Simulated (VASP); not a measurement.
# CuO (Pm-3m) in VASP: notebook

CuO is run at these levels: PBE; tasks: relaxation of cell and atoms, single point.

All numbers are computed with VASP 6.6.1; they aren't measurements. Logs are shortened: lines on timing, memory, paths and dates and some standing lists are left out, and cuts for length are marked.

## Step 1: The cell of the first run

The structure is cubic, space group Pm-3m (No. 221). Conventional cell: a = 2.553 Å, b = 2.553 Å, c = 2.553 Å, α = 90.00°, β = 90.00°, γ = 90.00°. Within 2.9 Å of Cu (site symmetry m-3m) lie 8 O at 2.21 Å and 6 Cu at 2.55 Å. O (site symmetry m-3m) has 8 Cu at 2.21 Å and 6 O at 2.55 Å within 2.9 Å.

## Step 2: Relaxation of cell and atoms, PBE, target pressure 5 GPa, at which the enthalpy is minimised

INCAR reads:

```
SYSTEM = CuO
PREC     = Accurate       ! precision mode
ENCUT    = 600            ! plane-wave cutoff, eV
EDIFF    = 1E-6           ! SCF threshold, eV
ISMEAR   = -1             ! smearing method
SIGMA    = 0.05           ! smearing width, eV
LREAL    = .FALSE.        ! projectors in reciprocal space
LASPH    = .TRUE.         ! aspherical terms in the spheres
NELM     = 100            ! most SCF steps
ALGO     = Normal         ! electronic algorithm
ISIF     = 3              ! what is computed and relaxed
LWAVE    = .FALSE.        ! write WAVECAR
LCHARG   = .FALSE.        ! write CHGCAR
GGA      = PE             ! functional
IBRION   = 2              ! ionic algorithm
NSW      = 60             ! ionic steps
EDIFFG   = -0.01          ! ionic threshold
PSTRESS  = 50.0
```

KPOINTS reads:

```
regular mesh
0
G
  10 10 10
  0 0 0
```

POSCAR reads:

```
CuO
1.0
    2.5525506100      0.0000000000      0.0000000000
    0.0000000000      2.5525506100      0.0000000000
    0.0000000000      0.0000000000      2.5525506100
Cu O
1 1
Direct
    0.0000000000      0.0000000000      0.0000000000
    0.5000000000      0.5000000000      0.5000000000
```

Potentials or basis: VASP PAW PBE potentials, release 64 (Cu, O).

Run with:

```bash
$ cat potpaw_PBE.64/Cu/POTCAR potpaw_PBE.64/O/POTCAR > POTCAR
$ mpirun -np 1 vasp_std > vasp.out
```

OUTCAR:

```text
SYSTEM = CuO
   PREC = Accurate
   ENCUT = 600
   EDIFF = 1E-6
   ISMEAR = -1
   LREAL = .FALSE.
   LASPH = .TRUE.
   NELM = 100
   ISIF = 3
   GGA = PE
   IBRION = 2
   NSW = 60
   EDIFFG = -0.01
   PSTRESS = 50.0

 ion  position               nearest neighbor table
   1  0.000  0.000  0.000-   2 2.21   2 2.21   2 2.21   2 2.21   2 2.21   2 2.21   2 2.21   2 2.21

   2  0.500  0.500  0.500-   1 2.21   1 2.21   1 2.21   1 2.21   1 2.21   1 2.21   1 2.21   1 2.21

  LATTYP: Found a simple cubic cell.
 ALAT       =     2.5525506100

  Lattice vectors:

 A1 = (   2.5525506100,   0.0000000000,   0.0000000000)
 A2 = (   0.0000000000,   2.5525506100,   0.0000000000)
 A3 = (   0.0000000000,   0.0000000000,   2.5525506100)

Analysis of symmetry for initial positions (statically):
=====================================================================
 Subroutine PRICEL returns:
 Original cell was already a primitive cell.

 Routine SETGRP: Setting up the symmetry group for a
 simple cubic supercell.

 Subroutine GETGRP returns: Found 48 space group operations
 (whereof 48 operations were pure point group operations)
 out of a pool of 48 trial point group operations.

The static configuration has the point symmetry O_h .

Analysis of symmetry for dynamics (positions and initial velocities):
=====================================================================
 Subroutine PRICEL returns:
 Original cell was already a primitive cell.

 Routine SETGRP: Setting up the symmetry group for a
 simple cubic supercell.

 Subroutine GETGRP returns: Found 48 space group operations
 (whereof 48 operations were pure point group operations)
 out of a pool of 48 trial point group operations.

The dynamic configuration has the point symmetry O_h .

 Subroutine INISYM returns: Found 48 space group operations
 (whereof 48 operations are pure point group operations),
 and found     1 'primitive' translations

----------------------------------------------------------------------------------------

                                     Primitive cell

  volume of cell :      16.6312

  direct lattice vectors                    reciprocal lattice vectors
     2.552550610  0.000000000  0.000000000     0.391765004  0.000000000  0.000000000
     0.000000000  2.552550610  0.000000000     0.000000000  0.391765004  0.000000000
[... 101 lines left out ...]
   EFERMI_NEDOS =   21; number of points for ismear=-14 and -15
   IALGO  =     38    algorithm
   IMIX   =      4    mixing-type and parameters
     AMIX     =   0.40;   BMIX     =  1.00
     AMIX_MAG =   1.60;   BMIX_MAG =  1.00
  volume/ion in A,a.u.               =       8.32        56.12
  Fermi-wavevector in a.u.,A,eV,Ry     =   1.649112  3.116370 37.001994  2.719570
  Thomas-Fermi vector in A             =   2.738287
   LORBIT       =      0    0 simple, 1 ext, 2 COOP (PROOUT), +10 PAW based schemes
   GGA     = PE    functional components
   LHFCALC =     F    Hartree Fock is set to
   AEXX    =    0.0000 exact exchange contribution
   IVDW    =     0    specifies the selected vdW correction
   LEPSILON=     F    determine dielectric tensor
   LRPA    =     F    only Hartree local field effects (RPA)
 conjugate gradient relaxation of ions
 non-spin polarized calculation
  energy-cutoff  :      600.00
  volume of cell :       16.63
 maximum number of plane-waves:       568
   NGX = 11   NGY = 11   NGZ = 11

--------------------------------------- Ionic step        1  -------------------------------------------

 number of electron      16.9999977 magnetization

 Free energy of the ion-electron system (eV)
  ---------------------------------------------------
  ext. energy  EPLUGINS =         0.00000000
  ---------------------------------------------------
  free energy    TOTEN  =        -8.51793108 eV

  energy without entropy =       -8.49527072  energy(sigma->0) =       -8.50660090

------------------------ aborting loop because EDIFF is reached ----------------------------------------

  FORCE on cell =-STRESS in cart. coord.  units (eV):
  Direction    XX          YY          ZZ          XY          YZ          ZX
  --------------------------------------------------------------------------------------
  -------------------------------------------------------------------------------------
  Total        2.1709366      2.1709366      2.1709366      0.0000000     -0.0000000      0.0000000
  in kB      209.1388167    209.1388167    209.1388167      0.0000000     -0.0000000      0.0000000
  external PRESSURE =     159.1388167 kB  Pullay stress =      50.0000000 kB
[... 63 lines left out ...]
--------------------------------------- Ionic step        3  -------------------------------------------

 number of electron      17.0000019 magnetization

 Free energy of the ion-electron system (eV)
  ---------------------------------------------------
  ext. energy  EPLUGINS =         0.00000000
  ---------------------------------------------------
  free energy    TOTEN  =        -8.61107599 eV

  energy without entropy =       -8.58576550  energy(sigma->0) =       -8.59842074

 E-fermi :   6.6783     XC(G=0): -12.9287

 val. band max:        6.6439822551   @ k =   0.5000   0.1000   0.0000
 cond. band min:       6.6816212447   @ k =   0.5000   0.4000   0.2000
 fundamental gap:      0.0376389896
 Fermi energy:         6.6783175750

 k-point     1 :       0.0000    0.0000    0.0000
  band No.  band energies     occupation
      1     -12.7850      2.00000
      2       3.3455      2.00000
      3       3.3455      2.00000
      4       4.8077      2.00000
      5       4.8077      2.00000
      6       4.8077      2.00000
      7       5.0643      2.00000
      8       5.0643      2.00000
      9       5.0643      2.00000
     10       7.5549      0.00000
     11      22.5173      0.00000
     12      22.5173      0.00000
[... 331 lines left out ...]
 k-point    24 :       0.3000    0.1000    0.1000
  band No.  band energies     occupation
      1     -11.8466      2.00000
      2       0.5041      2.00000
      3       3.0724      2.00000
      4       3.4509      2.00000
      5       3.8324      2.00000
      6       4.8895      2.00000
      7       5.0937      2.00000
      8       5.9371      2.00000
      9       6.5820      1.74547
     10      11.6706      0.00000
     11      18.1410      0.00000
     12      22.0691      0.00000

 [... further k-points ...]

------------------------ aborting loop because EDIFF is reached ----------------------------------------

  FORCE on cell =-STRESS in cart. coord.  units (eV):
  Direction    XX          YY          ZZ          XY          YZ          ZX
  --------------------------------------------------------------------------------------
  -------------------------------------------------------------------------------------
  Total        0.5628655      0.5628655      0.5628655      0.0000000     -0.0000000      0.0000000
  in kB       50.5784062     50.5784062     50.5784062      0.0000000     -0.0000000      0.0000000
  external PRESSURE =       0.5784062 kB  Pullay stress =      50.0000000 kB
[... 21 lines left out ...]
  energy  without entropy=       -8.5857655045  energy(sigma->0) =       -8.59842074

  enthalpy is  TOTEN    =        -8.0546473529 eV   P V=        0.5564286323

 reached required accuracy - stopping structural energy minimisation
```

OSZICAR:

```text
N       E                     dE             d eps       ncg     rms          rms(c)
DAV:   1     0.109678257354E+03    0.10968E+03   -0.95438E+03  1432   0.253E+03
DAV:   2    -0.270555294225E+01   -0.11238E+03   -0.10202E+03  1392   0.366E+02
DAV:   3    -0.113338885993E+02   -0.86283E+01   -0.77957E+01  1556   0.111E+02
[... 28 lines left out ...]
DAV:   5    -0.861142146024E+01    0.63475E-02   -0.13892E-02  2044   0.363E+00    0.167E-01
DAV:   6    -0.861110900563E+01    0.31245E-03   -0.11492E-03  2012   0.710E-01    0.617E-02
DAV:   7    -0.861108046848E+01    0.28537E-04   -0.13756E-04  1876   0.181E-01    0.212E-02
DAV:   8    -0.861107636084E+01    0.41076E-05   -0.16648E-05  1760   0.189E-01    0.639E-03
DAV:   9    -0.861107598512E+01    0.37572E-06   -0.19119E-06   888   0.368E-02
   3 F= -.80546474E+01 E0= -.80419921E+01  d E =-.557344E-01
```

Wall time 16 s (1 thread of Intel Xeon Platinum 8488C (Sapphire Rapids), shared host); peak memory 0.13 GiB.

What came out:

```yaml
Free_energy: -8.6111 eV
Relaxed_volume: 8.91 Å³/atom
Relaxed_cell: a = 2.612 Å, b = 2.612 Å, c = 2.612 Å, α = 90.00°, β = 90.00°, γ = 90.00°
Space_group_after_relaxing_to_0.05_Å: Pm-3m (No. 221)
Energy_change_on_relaxing_the_enthalpy_is_what_falls: -46.6 meV/atom
Ionic_steps: 3
Pressure_after_relaxing: 5.1 GPa
```

Step by step:
| step | energy change (eV) | largest force (eV/Å) | pressure (GPa) | volume (Å³) |
| --- | --- | --- | --- | --- |
| 1 | 0.0000 | 0.0000 | 20.91 | 16.63 |
| 2 | -0.0966 | 0.0000 | -3.17 | 18.70 |
| 3 | -0.0931 | 0.0000 | 5.06 | 17.83 |

Final structure:
```
CELL_PARAMETERS angstrom
2.61246 0.00000 0.00000
0.00000 2.61246 0.00000
0.00000 0.00000 2.61246
ATOMIC_POSITIONS crystal
Cu 0.00000 0.00000 0.00000
O 0.50000 0.50000 0.50000
```

Caveat: the cell is relaxed towards a set pressure, so the enthalpy falls and the energy may rise; an odd number of electrons without spin polarisation forces a metal; a magnetic or distorted state may lie lower; semilocal functionals often make such compounds metallic where correlation or magnetic order opens a gap, which also shifts bond lengths. With open d or f shells a metallic result of PBE can be an artefact of self-interaction; +U or a hybrid may open a gap.

## Step 3: Relaxation of cell and atoms, PBE, target pressure 10 GPa, at which the enthalpy is minimised

INCAR reads:

```
SYSTEM = CuO
  PREC = Accurate
  ENCUT = 600
  EDIFF = 1E-6
  ISMEAR = -1
  SIGMA = 0.05
  LREAL = .False.
  LASPH = .True.
  NELM = 60
  ALGO = Normal
  ISIF = 3
  LWAVE = .False.
  LCHARG = .False.
  GGA = PE
  IBRION = 2
  NSW = 60
  EDIFFG = -0.01
  PSTRESS = 100.0
```

KPOINTS reads:

```
regular mesh
0
Gamma
  10 10 10
  0 0 0
```

POSCAR is that of step 2.

Potentials or basis: VASP PAW PBE potentials, release 64 (Cu, O).

Run with:

```bash
$ cat potpaw_PBE.64/Cu/POTCAR potpaw_PBE.64/O/POTCAR > POTCAR
$ mpirun -np 1 vasp_std > vasp.out
```

Run time: 16 s. Hardware: 1 thread of Intel Xeon Platinum 8488C (Sapphire Rapids), shared host; peak memory 0.13 GiB.

It converged, with:

```
Free energy                                            : -8.5913 eV
Relaxed volume                                         : 8.70 Å³/atom
Relaxed cell                                           : a = 2.591 Å, b = 2.591 Å, c = 2.591 Å, α = 90.00°, β = 90.00°, γ = 90.00°
Space group after relaxing (to 0.05 Å)                 : Pm-3m (No. 221)
Energy change on relaxing (the enthalpy is what falls) : -36.7 meV/atom
Ionic steps                                            : 3
Pressure after relaxing                                : 10.0 GPa
```

Step by step:
```tsv
step	energy change (eV)	largest force (eV/Å)	pressure (GPa)	volume (Å³)
1	0.0000	0.0000	20.91	16.63
2	-0.0981	0.0000	2.91	18.03
3	-0.0734	0.0000	10.05	17.40
```

Final structure:
```yaml
crystal:
  lattice:
    - [2.59146, 0.00000, 0.00000]
    - [0.00000, 2.59146, 0.00000]
    - [0.00000, 0.00000, 2.59146]
  atoms:
    - { symbol: Cu, position: [0.00000, 0.00000, 0.00000] }
    - { symbol: O, position: [0.50000, 0.50000, 0.50000] }
```

Levels at points of the mesh, in eV from the Fermi level:
```
           k point  band 7  band 8  band 9  band 10  band 11  band 12
(0.00, 0.00, 0.00)   -1.66   -1.66   -1.66     1.01    15.96    15.96
(0.50, 0.00, 0.00)   -1.17    0.44    0.44     6.71     8.30    17.70
(0.50, 0.50, 0.00)   -2.14   -1.20   -0.95     5.41    11.73    11.73
(0.50, 0.50, 0.50)    0.34    0.34    0.34     7.08     7.08     7.08
```

Caveat: the cell is relaxed towards a set pressure, so the enthalpy falls and the energy may rise; an odd number of electrons without spin polarisation forces a metal; a magnetic or distorted state may lie lower; semilocal functionals often make such compounds metallic where correlation or magnetic order opens a gap, which also shifts bond lengths.

(Continued in part 2 of 2.)
